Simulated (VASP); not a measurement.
Wanted: the native input for a VASP 6.6.1 run.

```yaml
Task: relaxation of cell and atoms
Functional: PBE
Dispersion: D3(BJ)
Potentials_or_basis: VASP PAW PBE potentials, release 64 (Cd, H, C, N, Cl)
Cutoff: 600 eV
k_mesh: 4 × 4 × 6
Occupations: gaussian, width 0.02 eV
Spin: no spin polarisation
Dipole_correction: no
Further_INCAR_settings: ALGO = Normal; EDIFF = 1e-06; IBRION = 2; EDIFFG = -0.02; NSW = 90; ISIF = 3
```

The structure of CdH4C4N2Cl2 lies in POSCAR:

```
CdH4C4N2Cl2
1.0
    5.9126787608     -3.7969980640     -0.0511371365
    5.9126787608      3.7969980640     -0.0511371365
   -0.2628885997      0.0000000000      3.7489565450
Cd H C N Cl
1 4 4 2 2
Direct
    0.0000000000      0.0000000000      0.0000000000
    0.1717417437      0.5033077186      0.1770012946
    0.4966922814      0.8282582563      0.8229987054
    0.8282582563      0.4966922814      0.8229987054
    0.5033077186      0.1717417437      0.1770012946
    0.3184359003      0.5019326907      0.0960784091
    0.4980673093      0.6815640997      0.9039215909
    0.6815640997      0.4980673093      0.9039215909
    0.5019326907      0.3184359003      0.0960784091
    0.3172029847      0.6827970153      0.0000000000
    0.6827970153      0.3172029847      0.0000000000
    0.8430180580      0.8430180580      0.4609041320
    0.1569819420      0.1569819420      0.5390958680
```

These files were run (other wordings do the same):

INCAR

```
PREC     = Accurate       # precision mode
ENCUT    = 600            # plane-wave cutoff, eV
EDIFF    = 1E-6           # SCF threshold, eV
ISMEAR   = 0              # smearing method
SIGMA    = 0.02           # smearing width, eV
LREAL    = F              # projectors in reciprocal space
LASPH    = T              # aspherical terms in the spheres
NELM     = 100            # most SCF steps
ALGO     = Normal         # electronic algorithm
ISIF     = 3              # what is computed and relaxed
LWAVE    = F              # write WAVECAR
LCHARG   = F              # write CHGCAR
GGA      = PE             # functional
IVDW     = 12             # dispersion correction
IBRION   = 2              # ionic algorithm
NSW      = 90             # ionic steps
EDIFFG   = -0.02          # ionic threshold
```

KPOINTS

```
Automatic mesh
0
Gamma
  4 4 6
```

Potentials or basis: VASP PAW PBE potentials, release 64 (Cd, H, C, N, Cl).

Run with:

```bash
$ cat potpaw_PBE.64/Cd/POTCAR potpaw_PBE.64/H/POTCAR potpaw_PBE.64/C/POTCAR potpaw_PBE.64/N/POTCAR potpaw_PBE.64/Cl/POTCAR > POTCAR
$ mpirun -np 1 vasp_std > vasp.out
```

It gave:

```json
{
 "Relaxed volume": "12.83 Å³/atom",
 "Relaxed cell": "a = 6.975 Å, b = 6.975 Å, c = 3.775 Å, α = 93.94°, β = 93.94°, γ = 65.70°",
 "Space group after relaxing (to 0.1 Å)": "C2/m (No. 12)",
 "Energy gained by relaxing": "0.2 meV/atom",
 "Ionic steps": "22",
 "Pressure after relaxing": "0.0 GPa",
 "Largest force after relaxing": "0.015 eV/Å",
 "Band gap on the k mesh": "2.52 eV (least direct gap 2.77 eV)",
 "Dispersion energy per atom": "-0.117 eV"
}
```

Run time: 35 min on 1 thread of Intel Xeon 8259CL (shared host), peak memory 0.51 GiB.
